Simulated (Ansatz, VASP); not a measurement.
SnTe in VASP and in Ansatz

```
Sn Te
1.0
     0.00000    3.11776    3.11776
     3.11776    0.00000    3.11776
     3.11776    3.11776    0.00000
Sn Te
1 1
Cartesian
  0.0000 0.0000 0.0000
  3.1178 3.1178 3.1178
```

Alike in both runs: functional LDA; k mesh 10 × 10 × 10; occupations gaussian, width 0.01 eV; no spin polarisation.

Ansatz relaxed the structure, and its values are those at the end. VASP's run is a single point on that final structure, the one shown.

|  | VASP | Ansatz |
| --- | --- | --- |
| version | VASP 6.6.1 | Ansatz 0.2.0 |
| potentials or method | VASP PAW LDA potentials, release 64 (Sn_d, Te), cutoff 500 eV | scalar-relativistic, plane waves, PAW |
| valence electrons in the cell | 20 | 30 |

|  | VASP | Ansatz | Ansatz less VASP |
| --- | --- | --- | --- |
| gap on the k mesh at the Fermi level (eV) | 0.21 | 0.20 | -0.013 |
| least direct gap on the mesh (eV) | 0.21 | 0.20 | -0.013 |
| pressure (GPa) | 0.0 | 0.0 | -0.04 |

Ansatz warns that its potentials were made for another functional, while VASP's fit it. LDA's correlation is that of Perdew and Zunger in VASP and of Perdew and Wang (1992) in Ansatz. VASP's potentials hold 20 valence electrons a cell and Ansatz's 30, so a difference there can come from the potentials and not from the codes.

Neither program's run includes spin-orbit coupling.
